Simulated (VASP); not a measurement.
The system is Rb.

```
Rb
1.0
     4.98065    0.00000    0.00000
    -2.49032    4.31337    0.00000
     0.00000    0.00000    8.15477
Rb
2
Direct
  0.66667 0.33333 0.25345
  0.33333 0.66667 0.74655
```

* Program: VASP 6.6.1
* Task: relaxation of cell and atoms
* Functional: PBE
* Potentials or basis: VASP PAW PBE potentials, release 64 (Rb_sv)
* Cutoff: 600 eV
* k mesh: 6 × 6 × 2
* Occupations: gaussian, width 0.1 eV
* Spin: no spin polarisation

At the start: pressure 0.1 GPa; volume 87.60 Å³/atom.

Task: Where does the relaxation end?

Result: Over 6 steps the energy falls by 4.5 meV/atom and the volume is 91.97 Å³/atom (+5.0 %); space group P-3m1 (No. 164, to 0.05 Å).

The path:
| step | energy change (eV) | largest force (eV/Å) | pressure (GPa) | volume (Å³) |
| --- | --- | --- | --- | --- |
| 1 | 0.0000 | 0.0252 | 0.11 | 175.19 |
| 2 | -0.0027 | 0.0241 | 0.09 | 176.78 |
| 3 | -0.0078 | 0.0205 | 0.01 | 181.57 |
| 4 | -0.0051 | 0.0136 | -0.12 | 191.19 |
| 5 | -0.0087 | 0.0180 | -0.04 | 184.83 |
| 6 | -0.0091 | 0.0171 | -0.03 | 183.93 |

Final structure:
```yaml
crystal:
  lattice:
    - [5.15076, 0.00000, 0.00000]
    - [-2.57538, 4.46069, 0.00000]
    - [0.00000, 0.00000, 8.00540]
  atoms:
    - { symbol: Rb, position: [0.66667, 0.33333, 0.25231] }
    - { symbol: Rb, position: [0.33333, 0.66667, 0.74769] }
```

Caveat: the k points lie up to 0.39 Å⁻¹ apart in the final cell.
